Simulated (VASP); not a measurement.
# PtSe2: relaxation of cell and atoms with PBE

The system is PtSe2.

```
Pt Se
1.0
     3.29723    0.00000    0.00000
     0.00000    3.29723    0.00000
     0.00000    0.00000    5.70644
Pt Se
1 2
Cartesian
  1.6486 1.6486 0.0000
  0.0000 0.0000 1.5269
  0.0000 0.0000 4.1796
```

| Quantity | Value |
| --- | --- |
| Program | VASP 6.6.1 |
| Task | relaxation of cell and atoms |
| Functional | PBE |
| Potentials or basis | VASP PAW PBE potentials, release 64 (Pt, Se) |
| Cutoff | 600 eV |
| k mesh | 6 × 6 × 4 |
| Occupations | gaussian, width 0.1 eV |
| Spin | no spin polarisation |
| Dipole correction | no |
| Further INCAR settings | ALGO = Normal; EDIFF = 1e-07; IBRION = 2; EDIFFG = -0.04; NSW = 90; ISIF = 3 |

The relaxed volume is 20.96 Å³/atom and the relaxed cell is a = 3.311 Å, b = 3.311 Å, c = 5.735 Å, α = 90.00°, β = 90.00°, γ = 90.00°. The space group after relaxing (to 0.05 Å) is P4/mmm (No. 123). The energy gained by relaxing is 1.9 meV/atom and the ionic steps are 7. The pressure after relaxing is -0.2 GPa and the band gap on the k mesh is zero (band 11 reaches 7.38 eV, above the bottom of band 12 at 5.60 eV).

Step by step:
| step | energy change (eV) | largest force (eV/Å) | pressure (GPa) | volume (Å³) |
| --- | --- | --- | --- | --- |
| 1 | 0.0000 | 0.1166 | 0.20 | 62.04 |
| 2 | -0.0014 | 0.1192 | -0.06 | 62.27 |
| 3 | -0.0035 | 0.1086 | -0.78 | 62.97 |
| 4 | -0.0041 | 0.0949 | -0.70 | 62.95 |
| 5 | -0.0053 | 0.0476 | -0.46 | 62.92 |
| 6 | -0.0051 | 0.0726 | 0.06 | 62.85 |
| 7 | -0.0057 | 0.0004 | -0.24 | 62.89 |

Final structure:
```
CELL_PARAMETERS angstrom
3.31144 0.00000 0.00000
0.00000 3.31144 0.00000
0.00000 0.00000 5.73520
ATOMIC_POSITIONS crystal
Pt 0.50000 0.50000 0.00000
Se 0.00000 0.00000 0.26080
Se 0.00000 0.00000 0.73920
```

Levels at points of the mesh, in eV from the Fermi level:
| k point | band 7 | band 8 | band 9 | band 10 | band 11 | band 12 | band 13 | band 14 | band 15 |
| --- | --- | --- | --- | --- | --- | --- | --- | --- | --- |
| (0.00, 0.00, 0.00) | -2.75 | -2.49 | -1.68 | -1.68 | 1.25 | 1.73 | 1.73 | 2.02 | 6.39 |
| (0.50, 0.00, 0.00) | -3.69 | -2.79 | -2.77 | -1.58 | 0.50 | 1.03 | 1.81 | 2.72 | 5.61 |
| (0.50, 0.50, 0.00) | -5.38 | -2.93 | -1.51 | -0.08 | 0.44 | 0.68 | 0.68 | 2.38 | 3.50 |
| (0.00, 0.00, 0.50) | -3.77 | -2.49 | -1.69 | -1.04 | -1.04 | 0.81 | 0.81 | 3.20 | 4.45 |
| (0.50, 0.00, 0.50) | -3.43 | -2.77 | -2.54 | -1.50 | -0.48 | -0.32 | 1.88 | 4.32 | 5.88 |
| (0.50, 0.50, 0.50) | -4.15 | -2.80 | -2.27 | -1.51 | -0.53 | -0.53 | 0.62 | 1.59 | 2.68 |

It took 60 s on 1 thread of Intel(R) Xeon(R) 6975P-C (Granite Rapids), with other jobs on the host, peak memory 0.22 GiB.

Caveat: spin-orbit coupling is left out, which moves the levels of the heavy elements.
